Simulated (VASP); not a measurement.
Set up this calculation in VASP 6.6.1, as the native input.

```yaml
Task: single point
Functional: PBE
Potentials_or_basis: VASP PAW PBE potentials, release 64 (Ta_pv, Cu)
Cutoff: 520 eV
k_mesh: 9 × 9 × 9
Occupations: fermi-dirac, width 0.05 eV
Spin: no spin polarisation
Dipole_correction: no
Further_INCAR_settings: ALGO = Fast; EDIFF = 1e-06; NBANDS = 30
```

The structure of Ta3Cu lies in POSCAR:

```
Ta3Cu
1.0
   -1.9930401043      1.9930401043      4.1799263973
    1.9930401043     -1.9930401043      4.1799263973
    1.9930401043      1.9930401043     -4.1799263973
Ta Cu
3 1
Direct
    0.5000000000      0.5000000000      0.0000000000
    0.2500000000      0.7500000000      0.5000000000
    0.7500000000      0.2500000000      0.5000000000
    0.0000000000      0.0000000000      0.0000000000
```

The input as run:

INCAR

```
PREC = Accurate ; ENCUT = 520
EDIFF = 1E-6 ; ISMEAR = -1
SIGMA = 0.05 ; LREAL = F
LASPH = T ; NELM = 60
ALGO = Fast ; ISIF = 2
LWAVE = F ; LCHARG = T
GGA = PE ; LELF = T
LVHAR = T ; NBANDS = 30
```

KPOINTS

```
Automatic mesh
0
Gamma
  9 9 9
```

Potentials or basis: VASP PAW PBE potentials, release 64 (Ta_pv, Cu).

Command:

```sh
$ cat potpaw_PBE.64/Ta_pv/POTCAR potpaw_PBE.64/Cu/POTCAR > POTCAR
$ mpirun -np 1 vasp_std > vasp.out
```

Results of the run:

```yaml
Pressure: 5.0 GPa
Band_gap_on_the_k_mesh: zero (bands 22 and 23 overlap by 1.37 eV)
```

Caveat: the cell stands under pressure; spin-orbit coupling is left out, which moves the levels of the heavy elements.

Run time: 11 min on 1 thread of Intel Xeon 8259CL, on a shared host, peak memory 0.33 GiB.
